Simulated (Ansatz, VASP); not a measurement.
**One calculation of Zn, two programs**

```
Zn
1.0
     0.00000    1.89249    1.89249
     1.89249    0.00000    1.89249
     1.89249    1.89249    0.00000
Zn
1
Cartesian
  0.0000 0.0000 0.0000
```

Alike in both runs: task relaxation of cell and atoms; functional LDA; k mesh 18 × 18 × 18; occupations fermi-dirac, width 0.08 eV; no spin polarisation.

|  | VASP | Ansatz |
| --- | --- | --- |
| version | VASP 6.6.1 | Ansatz 0.2.0 |
| potentials or method | VASP PAW LDA potentials, release 64 (Zn) | PAW with Ansatz's default frozen-core files, scalar-relativistic |
| plane-wave cutoff (eV) | 500 | 420 |
| valence electrons in the cell | 12 | 12 |

|  | VASP | Ansatz | Ansatz less VASP |
| --- | --- | --- | --- |
| relaxed volume (Å³/atom) | 13.61 | 13.51 | -0.096 |
| relaxed cell length with the largest relative difference (Å) | 2.680 | 2.674 | -0.0063 |

LDA's correlation is that of Perdew and Zunger in VASP and of Perdew and Wang (1992) in Ansatz.
